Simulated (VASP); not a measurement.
# InTe4W (P4/mmm) in VASP: notebook

Runs on InTe4W. Level: PBE. Tasks: single point, relaxation of cell and atoms.

Everything below comes from runs of VASP 6.6.1. Logs are shortened: lines on timing, memory, paths and dates and some standing lists are left out, and cuts for length are marked.

### Step 1. The cell of the first run

It takes space group P4/mmm (No. 123, tetragonal). The conventional cell has a = 4.720 Å, b = 4.720 Å, c = 6.793 Å, α = 90.00°, β = 90.00°, γ = 90.00°. Within 3.9 Å of In (site symmetry 4/mmm) lie 8 Te at 2.98 Å. Te (site symmetry 2mm) has 2 W at 2.84 Å and 2 In at 2.98 Å and 6 Te at 3.16 to 3.63 Å within 3.7 Å. W (site symmetry 4/mmm) has 8 Te at 2.84 Å within 3.7 Å.

### Step 2. Single point, PBE

The input, INCAR:

```
ALGO = Normal
EDIFF = 1E-7
ENCUT = 520
GGA = PE
ISIF = 2
ISMEAR = 0
LASPH = T
LCHARG = F
LREAL = F
LWAVE = F
NBANDS = 34
NELM = 100
PREC = Accurate
SIGMA = 0.1
```

The input, KPOINTS:

```
k-points
0
Gamma
  4 4 4
```

The input, POSCAR:

```
InTe4W
1.0
    4.7202080000      0.0000000000      0.0000000000
    0.0000000000      4.7202080000      0.0000000000
    0.0000000000      0.0000000000      6.7928710200
In Te W
1 4 1
Direct
    0.0000000000      0.0000000000      0.0000000000
    0.5000000000      0.0000000000      0.7327468400
    0.0000000000      0.5000000000      0.2672531600
    0.5000000000      0.0000000000      0.2672531600
    0.0000000000      0.5000000000      0.7327468400
    0.5000000000      0.5000000000      0.5000000000
```

Potentials or basis: VASP PAW PBE potentials, release 64 (In_d, Te, W_sv).

The run is started by

```
$ cat potpaw_PBE.64/In_d/POTCAR potpaw_PBE.64/Te/POTCAR potpaw_PBE.64/W_sv/POTCAR > POTCAR
$ mpirun -np 1 vasp_std > vasp.out
```

OUTCAR:

```text
EDIFF = 1E-7
   ENCUT = 520
   GGA = PE
   ISIF = 2
   ISMEAR = 0
   LASPH = T
   LREAL = F
   NELM = 100
   PREC = Accurate

 ion  position               nearest neighbor table
   1  0.000  0.000  0.000-   2 2.98   3 2.98   4 2.98   5 2.98   3 2.98   5 2.98   2 2.98   4 2.98

   2  0.500  0.000  0.733-   6 2.84   6 2.84   1 2.98   1 2.98   4 3.16   5 3.34   5 3.34   5 3.34
                             5 3.34   4 3.63
   3  0.000  0.500  0.267-   6 2.84   6 2.84   1 2.98   1 2.98   5 3.16   4 3.34   4 3.34   4 3.34
                             4 3.34   5 3.63
   4  0.500  0.000  0.267-   6 2.84   6 2.84   1 2.98   1 2.98   2 3.16   3 3.34   3 3.34   3 3.34
                             3 3.34   2 3.63
   5  0.000  0.500  0.733-   6 2.84   6 2.84   1 2.98   1 2.98   3 3.16   2 3.34   2 3.34   2 3.34
                             2 3.34   3 3.63
   6  0.500  0.500  0.500-   2 2.84   3 2.84   4 2.84   5 2.84   2 2.84   4 2.84   3 2.84   5 2.84

  LATTYP: Found a simple tetragonal cell.
 ALAT       =     4.7202080000
 C/A-ratio  =     1.4391041708

  Lattice vectors:

 A1 = (   4.7202080000,   0.0000000000,   0.0000000000)
 A2 = (   0.0000000000,   4.7202080000,   0.0000000000)
 A3 = (   0.0000000000,   0.0000000000,   6.7928710200)

Analysis of symmetry for initial positions (statically):
=====================================================================
 Subroutine PRICEL returns:
 Original cell was already a primitive cell.

 Routine SETGRP: Setting up the symmetry group for a
 simple tetragonal supercell.

 Subroutine GETGRP returns: Found 16 space group operations
 (whereof 16 operations were pure point group operations)
 out of a pool of 16 trial point group operations.

The static configuration has the point symmetry D_4h.

Analysis of symmetry for dynamics (positions and initial velocities):
=====================================================================
 Subroutine PRICEL returns:
 Original cell was already a primitive cell.

 Routine SETGRP: Setting up the symmetry group for a
 simple tetragonal supercell.

 Subroutine GETGRP returns: Found 16 space group operations
 (whereof 16 operations were pure point group operations)
 out of a pool of 16 trial point group operations.

The dynamic configuration has the point symmetry D_4h.

 Subroutine INISYM returns: Found 16 space group operations
 (whereof 16 operations are pure point group operations),
 and found     1 'primitive' translations

----------------------------------------------------------------------------------------

                                     Primitive cell

  volume of cell :     151.3476

  direct lattice vectors                    reciprocal lattice vectors
     4.720208000  0.000000000  0.000000000     0.211855071  0.000000000  0.000000000
     0.000000000  4.720208000  0.000000000     0.000000000  0.211855071  0.000000000
     0.000000000  0.000000000  6.792871020     0.000000000  0.000000000  0.147213159

  length of vectors
     4.720208000  4.720208000  6.792871020     0.211855071  0.211855071  0.147213159

  position of ions in fractional coordinates (direct lattice)
     0.000000000  0.000000000  0.000000000
     0.500000000  0.000000000  0.732746840
     0.000000000  0.500000000  0.267253160
     0.500000000  0.000000000  0.267253160
     0.000000000  0.500000000  0.732746840
     0.500000000  0.500000000  0.500000000

  ion indices of the primitive-cell ions
   primitive index   ion index
                 1           1
                 2           2
                 3           3
                 4           4
                 5           5
                 6           6

----------------------------------------------------------------------------------------

 KPOINTS: k-points

Automatic generation of k-mesh.
 Grid dimensions read from file:
 generate k-points for:    4    4    4

 Generating k-lattice:

  Cartesian coordinates                     Fractional coordinates (reciprocal lattice)
     0.052963768  0.000000000  0.000000000     0.250000000  0.000000000  0.000000000
[... 46 lines left out ...]
   NGX = 17   NGY = 17   NGZ = 25

 number of electron      51.0000001 magnetization

 Free energy of the ion-electron system (eV)
  ---------------------------------------------------
  ext. energy  EPLUGINS =         0.00000000
  ---------------------------------------------------
  free energy    TOTEN  =       -26.00659264 eV

  energy without entropy =      -25.97360601  energy(sigma->0) =      -25.99009933

 E-fermi :   8.7657     XC(G=0): -10.4009

 val. band max:        8.7563506343   @ k =   0.2500   0.2500   0.2500
 cond. band min:       8.8021751889   @ k =   0.0000   0.0000   0.2500
 fundamental gap:      0.0458245546
 Fermi energy:         8.7657426067

 k-point     1 :       0.0000    0.0000    0.0000
  band No.  band energies     occupation
      1     -65.2074      2.00000
      2     -29.4858      2.00000
      3     -29.4858      2.00000
      4     -29.3420      2.00000
      5      -6.1922      2.00000
      6      -6.1215      2.00000
[... 26 lines left out ...]
     33      11.3286      0.00000
     34      12.6099      0.00000

 k-point     2 :       0.2500    0.0000    0.0000
  band No.  band energies     occupation
      1     -65.2074      2.00000
      2     -29.4881      2.00000
      3     -29.4857      2.00000
      4     -29.3417      2.00000
      5      -6.1710      2.00000
      6      -6.1676      2.00000
[... 26 lines left out ...]
     33      12.1750      0.00000
     34      12.7545      0.00000

 k-point     3 :       0.5000    0.0000    0.0000
  band No.  band energies     occupation
      1     -65.2074      2.00000
      2     -29.4904      2.00000
      3     -29.4856      2.00000
      4     -29.3414      2.00000
      5      -6.2098      2.00000
      6      -6.1520      2.00000
[... 26 lines left out ...]
     33      12.9801      0.00000
     34      13.4367      0.00000
[... 482 lines left out ...]
 k-point    17 :       0.5000    0.2500    0.5000
  band No.  band energies     occupation
      1     -65.2074      2.00000
      2     -29.4903      2.00000
      3     -29.4879      2.00000
      4     -29.3411      2.00000
      5      -6.2251      2.00000
      6      -6.1697      2.00000
[... 26 lines left out ...]
     33      13.1281      0.00000
     34      13.9391      0.00000

 k-point    18 :       0.5000    0.5000    0.5000
  band No.  band energies     occupation
      1     -65.2074      2.00000
      2     -29.4902      2.00000
      3     -29.4902      2.00000
      4     -29.3408      2.00000
      5      -6.2162      2.00000
      6      -6.2162      2.00000
[... 26 lines left out ...]
     33      12.9233      0.00000
     34      13.3560      0.00000

------------------------ aborting loop because EDIFF is reached ----------------------------------------

  FORCE on cell =-STRESS in cart. coord.  units (eV):
  Direction    XX          YY          ZZ          XY          YZ          ZX
  --------------------------------------------------------------------------------------
  -------------------------------------------------------------------------------------
  Total        8.0529763      8.0529763      9.4585719      0.0000000      0.0000000      0.0000000
  in kB       85.2494063     85.2494063    100.1291452      0.0000000      0.0000000      0.0000000
  external PRESSURE =      90.2093193 kB  Pullay stress =       0.0000000 kB

 VOLUME and BASIS-vectors are now :
 -----------------------------------------------------------------------------
  energy-cutoff  :      520.00
  volume of cell :      151.35
      direct lattice vectors                 reciprocal lattice vectors
     4.720208000  0.000000000  0.000000000     0.211855071  0.000000000  0.000000000
     0.000000000  4.720208000  0.000000000     0.000000000  0.211855071  0.000000000
     0.000000000  0.000000000  6.792871020     0.000000000  0.000000000  0.147213159

 POSITION                                       TOTAL-FORCE (eV/Angst)
 -----------------------------------------------------------------------------------
      0.00000      0.00000      0.00000         0.000000      0.000000      0.000000
      2.36010      0.00000      4.97745         0.000000     -0.000000     -0.567977
      0.00000      2.36010      1.81542         0.000000      0.000000      0.567977
      2.36010      0.00000      1.81542         0.000000      0.000000      0.567977
      0.00000      2.36010      4.97745        -0.000000      0.000000     -0.567977
      2.36010      2.36010      3.39644         0.000000      0.000000      0.000000
 -----------------------------------------------------------------------------------
    total drift:                                0.000000      0.000000      0.000000

  FREE ENERGIE OF THE ION-ELECTRON SYSTEM (eV)
  ---------------------------------------------------
  free  energy   TOTEN  =       -26.0065926407 eV

  energy  without entropy=      -25.9736060116  energy(sigma->0) =      -25.99009933
```

Run time: 46 s. Hardware: 1 thread of AMD EPYC 9R45 (Zen 5), shared host; peak memory 0.26 GiB.

Results:

| Property | Result |
| --- | --- |
| Free energy | -26.0066 eV |
| Pressure | 9.0 GPa |
| Largest force | 0.568 eV/Å |

Forces in eV/Å, atoms in the order of the input:
```
In   0.000  0.000  0.000
Te   0.000  0.000 -0.568
Te   0.000  0.000  0.568
Te   0.000  0.000  0.568
Te   0.000  0.000 -0.568
W    0.000  0.000  0.000
```

Stress tensor (GPa, compression positive):
```
 8.52  0.00  0.00
 0.00  8.52  0.00
 0.00  0.00 10.01
```

Caveat: spin-orbit coupling is left out, which moves the levels of the heavy elements.

### Step 3. Single point, PBE

This run uses another cell than the first one, of 28.81 Å³/atom, 1.142 times its volume.

The input, INCAR:

```
SYSTEM = InTe4W
ALGO     = Normal         ! electronic algorithm
EDIFF    = 1E-6           ! SCF threshold, eV
ENCUT    = 520            ! plane-wave cutoff, eV
GGA      = PE             ! functional
ISIF     = 2              ! what is computed and relaxed
ISMEAR   = 0              ! smearing method
LASPH    = .True.         ! aspherical terms in the spheres
LCHARG   = .False.        ! write CHGCAR
LREAL    = .False.        ! projectors in reciprocal space
LWAVE    = .False.        ! write WAVECAR
NBANDS   = 34             ! bands
NELM     = 100            ! most SCF steps
PREC     = Accurate       ! precision mode
SIGMA    = 0.1            ! smearing width, eV
```

The input, KPOINTS:

```
k-points
0
Gamma
  4 4 4
  0 0 0
```

The input, POSCAR:

```
InTe4W
1.0
    4.8329161165      0.0000000000      0.0000000000
    0.0000000000      4.8329161165      0.0000000000
    0.0000000000      0.0000000000      7.3998571435
In Te W
1 4 1
Direct
    0.0000000000      0.0000000000      0.0000000000
    0.5000000000      0.0000000000      0.7111773077
    0.0000000000      0.5000000000      0.2888226923
    0.5000000000      0.0000000000      0.2888226923
    0.0000000000      0.5000000000      0.7111773077
    0.5000000000      0.5000000000      0.5000000000
```

Potentials or basis: VASP PAW PBE potentials, release 64 (In_d, Te, W_sv).

The run is started by

```
$ cat potpaw_PBE.64/In_d/POTCAR potpaw_PBE.64/Te/POTCAR potpaw_PBE.64/W_sv/POTCAR > POTCAR
$ mpirun -np 1 vasp_std > vasp.out
```

Run time: 50 s. Hardware: 1 thread of AMD EPYC 9R45 (Zen 5), shared host; peak memory 0.28 GiB.

Results (log left out):

- Free energy: -26.6544 eV
- Pressure: 0.2 GPa
- Largest force: 0.031 eV/Å

Forces in eV/Å, atoms in the order of the input:
```
In   0.000  0.000  0.000
Te   0.000  0.000  0.031
Te   0.000  0.000 -0.031
Te   0.000  0.000 -0.031
Te   0.000  0.000  0.031
W    0.000  0.000  0.000
```

Stress tensor (GPa, compression positive):
```
0.14 0.00 0.00
0.00 0.14 0.00
0.00 0.00 0.28
```

Levels at points of the mesh, in eV from the Fermi level:
```csv
k point,band 23,band 24,band 25,band 26,band 27,band 28
"(0.00, 0.00, 0.00)",-0.31,-0.31,-0.22,-0.22,0.35,1.37
"(0.50, 0.00, 0.00)",-1.70,-1.40,-0.54,-0.40,0.05,0.28
"(0.50, 0.50, 0.00)",-1.18,-0.80,1.18,1.22,1.69,2.00
"(0.00, 0.00, 0.50)",-0.81,-0.75,0.06,0.06,0.10,0.56
"(0.50, 0.00, 0.50)",-2.18,-2.09,-1.96,-0.42,0.74,0.85
"(0.50, 0.50, 0.50)",-1.07,-0.68,-0.48,1.23,1.39,1.39
```

Caveat: spin-orbit coupling is left out, which moves the levels of the heavy elements.

### Step 4. Relaxation of cell and atoms, PBE

The input, INCAR:

```
SYSTEM = InTe4W
PREC = Accurate ; ENCUT = 600
EDIFF = 1E-6 ; ISMEAR = 0
SIGMA = 0.1 ; LREAL = .False.
LASPH = .True. ; NELM = 100
ALGO = Normal ; ISIF = 3
LWAVE = .False. ; LCHARG = .False.
GGA = PE ; IBRION = 2
NSW = 90 ; EDIFFG = -0.04
```

The input, KPOINTS:

```
regular mesh
0
Gamma
  4 4 4
  0 0 0
```

The input, POSCAR:

```
InTe4W
1.0
    4.7202080000      0.0000000000      0.0000000000
    0.0000000000      4.7202080000      0.0000000000
    0.0000000000      0.0000000000      6.7928710200
In Te W
1 4 1
Direct
    0.0000000000      0.0000000000      0.0000000000
    0.5000000000      0.0000000000      0.7327468400
    0.0000000000      0.5000000000      0.2672531600
    0.5000000000      0.0000000000      0.2672531600
    0.0000000000      0.5000000000      0.7327468400
    0.5000000000      0.5000000000      0.5000000000
```

The run is started by

```
$ cat potpaw_PBE.64/In_d/POTCAR potpaw_PBE.64/Te/POTCAR potpaw_PBE.64/W_sv/POTCAR > POTCAR
$ mpirun -np 1 vasp_std > vasp.out
```

Run time: 5 min. Hardware: 1 thread of AMD EPYC 9R45 (Zen 5), shared host; peak memory 0.33 GiB.

Results (log left out):

```
Free energy                            : -26.6523 eV
Relaxed volume                         : 28.88 Å³/atom
Relaxed cell                           : a = 4.841 Å, b = 4.841 Å, c = 7.394 Å, α = 90.00°, β = 90.00°, γ = 90.00°
Space group after relaxing (to 0.05 Å) : P4/mmm (No. 123)
Energy gained by relaxing              : 107.6 meV/atom
Ionic steps                            : 9
Pressure after relaxing                : 0.0 GPa
Largest force after relaxing           : 0.014 eV/Å
```

Forces on the atoms (eV/Å):
```
In   0.000  0.000  0.000
Te   0.000  0.000  0.014
Te   0.000  0.000 -0.014
Te   0.000  0.000 -0.014
Te   0.000  0.000  0.014
W    0.000  0.000  0.000
```

Stress tensor (GPa, compression positive):
```
-0.09  0.00  0.00
 0.00 -0.09  0.00
 0.00  0.00  0.14
```

The path:
```tsv
step	energy change (eV)	largest force (eV/Å)	pressure (GPa)	volume (Å³)
1	0.0000	0.5679	9.04	151.35
2	-0.2302	0.7379	-4.93	184.69
3	-0.4707	0.6585	-0.45	169.32
4	-0.5434	0.4443	-0.24	169.50
5	-0.6245	0.0929	0.59	169.89
6	-0.6306	0.0775	1.01	170.03
7	-0.6334	0.0102	-1.05	176.75
8	-0.6426	0.0322	-0.14	173.54
9	-0.6454	0.0145	-0.01	173.30
```

Final structure:
```
In Te W
1.0
     4.84138    0.00000    0.00000
     0.00000    4.84138    0.00000
     0.00000    0.00000    7.39382
In Te W
1 4 1
Cartesian
  0.0000 0.0000 0.0000
  2.4207 0.0000 5.2596
  0.0000 2.4207 2.1342
  2.4207 4.8414 2.1342
  0.0000 2.4207 5.2596
  2.4207 2.4207 3.6969
```

Levels at points of the mesh, in eV from the Fermi level:
```
           k point  band 23  band 24  band 25  band 26  band 27  band 28
(0.00, 0.00, 0.00)    -0.32    -0.32    -0.22    -0.22     0.35     1.37
(0.50, 0.00, 0.00)    -1.69    -1.39    -0.53    -0.39     0.05     0.30
(0.50, 0.50, 0.00)    -1.16    -0.79     1.15     1.22     1.67     1.98
(0.00, 0.00, 0.50)    -0.80    -0.74     0.04     0.04     0.09     0.55
(0.50, 0.00, 0.50)    -2.17    -2.08    -1.95    -0.42     0.73     0.86
(0.50, 0.50, 0.50)    -1.04    -0.67    -0.47     1.21     1.38     1.38
```

Caveat: spin-orbit coupling is left out, which moves the levels of the heavy elements.

### Step 5. Single point, PBE

This run uses another cell than the first one, of 29.02 Å³/atom, 1.151 times its volume.

The input, INCAR:

```
ALGO = Normal
EDIFF = 1E-7
ENCUT = 520
GGA = PE
ISIF = 2
ISMEAR = 0
LASPH = T
LCHARG = F
LREAL = F
LWAVE = F
NBANDS = 34
NELM = 80
PREC = Accurate
SIGMA = 0.1
```

The input, KPOINTS:

```
k-points
0
Gamma
  8 8 6
```

The input, POSCAR:

```
InTe4W
1.0
    4.7639627980      0.0000000000      0.0000000000
    0.0000000000      4.7639627980      0.0000000000
    0.0000000000      0.0000000000      7.6727998510
In Te W
1 4 1
Direct
    0.0000000000      0.0000000000      0.0000000000
    0.5000000000      0.0000000000      0.7109640658
    0.0000000000      0.5000000000      0.2890359342
    0.5000000000      0.0000000000      0.2890359342
    0.0000000000      0.5000000000      0.7109640658
    0.5000000000      0.5000000000      0.5000000000
```

The run is started by

```
$ cat potpaw_PBE.64/In_d/POTCAR potpaw_PBE.64/Te/POTCAR potpaw_PBE.64/W_sv/POTCAR > POTCAR
$ mpirun -np 1 vasp_std > vasp.out
```

It took 3.2 min on 1 thread of AMD EPYC 9R45 (Zen 5), shared host; peak memory 0.46 GiB.

Results (log left out):

```yaml
Free_energy: -26.6853 eV
Pressure: 0.0 GPa
Largest_force: 0.010 eV/Å
```

Forces on the atoms (eV/Å):
```
In   0.000  0.000  0.000
Te   0.000  0.000  0.010
Te   0.000  0.000 -0.010
Te   0.000  0.000 -0.010
Te   0.000  0.000  0.010
W    0.000  0.000  0.000
```

Levels at points of the mesh, in eV from the Fermi level:
```
           k point  band 24  band 25  band 26  band 27  band 28  band 29
(0.00, 0.00, 0.00)    -0.21    -0.03    -0.03     0.21     1.03     2.11
(0.50, 0.00, 0.00)    -1.62    -0.52    -0.47    -0.18     0.12     1.19
(0.50, 0.50, 0.00)    -0.74     1.06     1.52     1.86     2.12     2.19
(0.00, 0.00, 0.50)    -0.73     0.03     0.30     0.30     0.53     2.62
(0.50, 0.00, 0.50)    -2.11    -1.98    -0.42     0.59     0.71     2.38
(0.50, 0.50, 0.50)    -0.65    -0.58     1.39     1.39     1.55     1.79
```

Caveat: spin-orbit coupling is left out, which moves the levels of the heavy elements.

### Step 6. The runs side by side

```csv
task,cell,k mesh,cutoff (eV),gap on the mesh (eV),pressure (GPa),largest force (eV/Å)
single point,"a = 4.720, b = 4.720, c = 6.793 Å, 6 atoms",4 × 4 × 4,520,none,9.0,0.57
single point,"a = 4.833, b = 4.833, c = 7.400 Å, 6 atoms",4 × 4 × 4,520,none,0.2,0.03
relaxation of cell and atoms,"relaxed from a = 4.720, b = 4.720, c = 6.793 Å, 6 atoms",4 × 4 × 4,600,none,0.0,0.01
single point,"a = 4.764, b = 4.764, c = 7.673 Å, 6 atoms",8 × 8 × 6,520,none,0.0,0.01
```

Alike in all rows: level PBE; potentials or basis VASP PAW PBE potentials, release 64 (In_d, Te, W_sv); no spin polarisation; smearing gaussian 0.1 eV.

Caveats: spin-orbit coupling is left out, which moves the levels of the heavy elements.

Absolute energies hang on the potentials; compare differences alone.
